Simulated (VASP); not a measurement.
Runs of VASP 6.6.1 on RbBr. Symmetry: P6_3/mmc, No. 194, hexagonal system. The conventional cell has a = 4.771 Å, b = 4.771 Å, c = 8.410 Å, α = 90.00°, β = 90.00°, γ = 120.00°. Rb (site symmetry -3m) has 6 Br at 3.47 Å and 2 Rb at 4.21 Å within 4.6 Å. Within 4.6 Å of Br (site symmetry -6m2) lie 6 Rb at 3.47 Å. 

| level | potentials or basis | k mesh | gap on the mesh (eV) | pressure (GPa) |
| --- | --- | --- | --- | --- |
| PBEsol | VASP PAW PBE potentials, release 64 (Rb_sv, Br) | 6 × 6 × 4 | 4.09 | (b) |
| LDA | VASP PAW LDA potentials, release 64 (Rb_sv, Br) | 6 × 6 × 2 | 3.84 | (a) |
| PBE | VASP PAW PBE potentials, release 64 (Rb_sv, Br) | 6 × 6 × 2 | 4.23 | 0.6 |
| r2SCAN | VASP PAW PBE potentials, release 64 (Rb_sv, Br) | 6 × 6 × 2 | 4.84 | 0.0 |

Alike in all rows: task single point; no spin polarisation; cell as given; cutoff (eV) 520; smearing gaussian 0.01 eV.

Problem. Fill in the values left out.

Solution. (a) -1.5; (b) -0.4.

Caveats: the PAW data sets were made with another functional, which shifts forces and pressure a little (some runs).

A k mesh can miss the band edges, and the runs leave out spin-orbit coupling on Br, Rb.
